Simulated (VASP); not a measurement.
LuF4, 5 atoms in the cell. It takes space group Pm-3m (No. 221, cubic). The conventional cell has a = 3.986 Å, b = 3.986 Å, c = 3.986 Å, α = 90.00°, β = 90.00°, γ = 90.00°. Lu (site symmetry m-3m) has 20 F at 2.82 to 3.45 Å within 3.7 Å. Within 2.6 Å of F (site symmetry m-3m) lie 6 F at 1.99 Å. F (site symmetry 4/mmm) has 2 F at 1.99 Å within 2.6 Å. 

| Property | Result |
| --- | --- |
| Program | VASP 6.6.1 |
| Task | relaxation of cell and atoms |
| Functional | PBE |
| Potentials or basis | VASP PAW PBE potentials, release 64 (Lu, F) |
| Cutoff | 600 eV |
| k mesh | 10 × 10 × 10 |
| Occupations | gaussian, width 0.1 eV |
| Spin | no spin polarisation |
| Dipole correction | no |
| Further INCAR settings | ALGO = Normal; EDIFF = 1e-07; IBRION = 2; EDIFFG = -0.01; NSW = 100; ISIF = 3 |

Potentials or basis: VASP PAW PBE potentials, release 64 (Lu, F).

Run with:

```bash
$ cat potpaw_PBE.64/Lu/POTCAR potpaw_PBE.64/F/POTCAR > POTCAR
$ mpirun -np 1 vasp_std > vasp.out
```

Hardware: 1 thread of Intel(R) Xeon(R) Platinum 8375C CPU @ 2.90GHz (Ice Lake), with other jobs on the host.

Question: How long does it take, and how much memory?

Answer: Wall time 2.9 min on 1 thread of Intel(R) Xeon(R) Platinum 8375C CPU @ 2.90GHz (Ice Lake), on a shared host, peak memory 0.27 GiB. Counts: scf iterations 26, k points 56, ion steps 2.
